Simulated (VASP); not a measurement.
Crystal: MgBe2SeO2.

```xyz
6
Lattice="4.1262 0.0000 0.0000 -2.0631 3.5734 0.0000 0.0000 0.0000 6.4754" Properties=species:S:1:pos:R:3 pbc="T T T"
Mg    0.0000    2.3822    3.2377
Be    2.0631    1.1911    0.0000
Be    0.0000    0.0000    3.2377
Se    0.0000    2.3822    0.0000
O     2.0631    1.1911    1.7303
O     2.0631    1.1911    4.7451
```

```yaml
Program: VASP 6.6.1
Task: relaxation of cell and atoms
Functional: PBE
Potentials_or_basis: VASP PAW PBE potentials, release 64 (Mg, Be, Se, O)
Cutoff: 600 eV
k_mesh: 6 × 6 × 4
Occupations: gaussian, width 0.1 eV
Spin: no spin polarisation
```

At the start: pressure -8.0 GPa; volume 15.91 Å³/atom.

Where does the relaxation end?

Over 10 steps the energy falls by 189.4 meV/atom and the volume is 13.06 Å³/atom (-17.9 %); space group P-6m2 (No. 187, to 0.05 Å).

The path:
```tsv
step	energy change (eV)	largest force (eV/Å)	pressure (GPa)	volume (Å³)
1	0.0000	0.9925	-8.00	95.47
2	-0.7749	1.7340	-2.74	84.79
3	-0.9562	1.9927	3.01	78.61
4	-1.0091	1.3709	1.76	77.58
5	-1.1056	0.2495	1.79	78.03
6	-1.1056	0.2088	1.77	78.02
7	-1.1268	0.1012	-0.71	79.74
8	-1.1268	0.1007	-0.71	79.73
9	-1.1318	0.0574	-0.51	79.24
10	-1.1364	0.0155	-0.13	78.39
```

Final structure:
```cif
data_structure
_symmetry_space_group_name_H-M 'P 1'
_symmetry_Int_Tables_number 1
_cell_length_a 3.9836
_cell_length_b 3.9836
_cell_length_c 5.7039
_cell_angle_alpha 90.000
_cell_angle_beta 90.000
_cell_angle_gamma 120.000
_cell_volume 78.39
loop_
_atom_site_label
_atom_site_type_symbol
_atom_site_fract_x
_atom_site_fract_y
_atom_site_fract_z
_atom_site_occupancy
Mg1 Mg 0.33333 0.66667 0.50000 1
Be1 Be 0.66667 0.33333 0.00000 1
Be2 Be 0.00000 0.00000 0.50000 1
Se1 Se 0.33333 0.66667 0.00000 1
O1 O 0.66667 0.33333 0.29592 1
O2 O 0.66667 0.33333 0.70408 1
```

Caveat: the volume moved by over 15 % at a fixed basis, so the end points are rough.
